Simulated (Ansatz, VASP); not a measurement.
## Two plane-wave programs on Cs

```
CELL_PARAMETERS angstrom
4.92260 0.00000 0.00000
0.00000 4.92260 0.00000
0.00000 0.00000 4.92260
ATOMIC_POSITIONS crystal
Cs 0.00000 0.00000 0.00000
```

Alike in both runs: functional PBEsol; k mesh 7 × 7 × 7; occupations fermi-dirac, width 0.1 eV; no spin polarisation.

Ansatz relaxed the structure, and its values are those at the end. VASP's run is a single point on that final structure, the one shown.

|  | VASP | Ansatz |
| --- | --- | --- |
| version | VASP 6.6.1 | Ansatz 0.2.0 |
| potentials or method | VASP PAW PBE potentials, release 64 (Cs_sv), cutoff 520 eV | plane waves (420 eV) with PAW, scalar-relativistic |
| valence electrons in the cell | 9 | 9 |

|  | VASP | Ansatz | Ansatz less VASP |
| --- | --- | --- | --- |
| pressure (GPa) | 0.0 | 0.0 | 0.00 |

VASP's potentials were made for PBE, not for PBEsol, and Ansatz warns of the same on its side. With one functional, cell and mesh, what is left measures potentials, basis and numerics.

Spin-orbit coupling is off throughout.
